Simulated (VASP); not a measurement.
Ir:

```
Ir
1.0
     0.00000    1.92285    1.92285
     1.92285    0.00000    1.92285
     1.92285    1.92285    0.00000
Ir
1
Direct
  0.00000 0.00000 0.00000
```

Base run:

* Program: VASP 6.6.1
* Functional: r2SCAN
* Potentials or basis: VASP PAW PBE potentials, release 64 (Ir_sv_GW)
* Cutoff: 620 eV
* k mesh: 14 × 14 × 14
* Occupations: methfessel-paxton, width 0.2 eV
* Spin: no spin polarisation

Its results: band gap on the k mesh zero (an odd number of electrons rules out a gap without spin polarisation); pressure -1.2 GPa.

**Question.** The run is repeated on the same cell with these changes: cutoff from 620 eV to 550 eV; occupations from methfessel-paxton, width 0.2 eV to gaussian, width 1 eV. What comes out?

**Answer.** Band gap on the k mesh zero (an odd number of electrons rules out a gap without spin polarisation); pressure 2.1 GPa.

Caveats: the PAW data sets were made with another functional, which shifts forces and pressure a little; spin-orbit coupling is left out, which moves the levels of the heavy elements; so wide a smearing shifts energies and pressures (at least some runs).
